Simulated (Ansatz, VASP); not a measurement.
# CdS in VASP and in Ansatz

```
Cd S
1.0
     0.00000    2.95273    2.95273
     2.95273    0.00000    2.95273
     2.95273    2.95273    0.00000
Cd S
1 1
Direct
  0.00000 0.00000 0.00000
  0.75000 0.75000 0.75000
```

Change from the starting cell: volume scaled by 1.01, crystal datasets.

Alike in both runs: task electric field gradients; functional PBE; k mesh 7 × 7 × 7; occupations fermi-dirac, width 0.02 eV; no spin polarisation.

|  | VASP | Ansatz |
| --- | --- | --- |
| version | VASP 6.6.1 | Ansatz 0.2.0 |
| potentials or method | VASP PAW PBE potentials, release 64 (Cd, S), cutoff 520 eV | all-electron PAW with datasets made for the crystal, scalar-relativistic |

VASP gave:

| Quantity | Value |
| --- | --- |
| gap on the k mesh at the Fermi level (eV) | 1.07 |
| pressure (GPa) | 0.9 |

Question: Which values does Ansatz return?

Answer: gap on the k mesh at the Fermi level (eV): 1.07; pressure (GPa): 0.6.

Ansatz ran all-electron here, and VASP with PAW potentials.
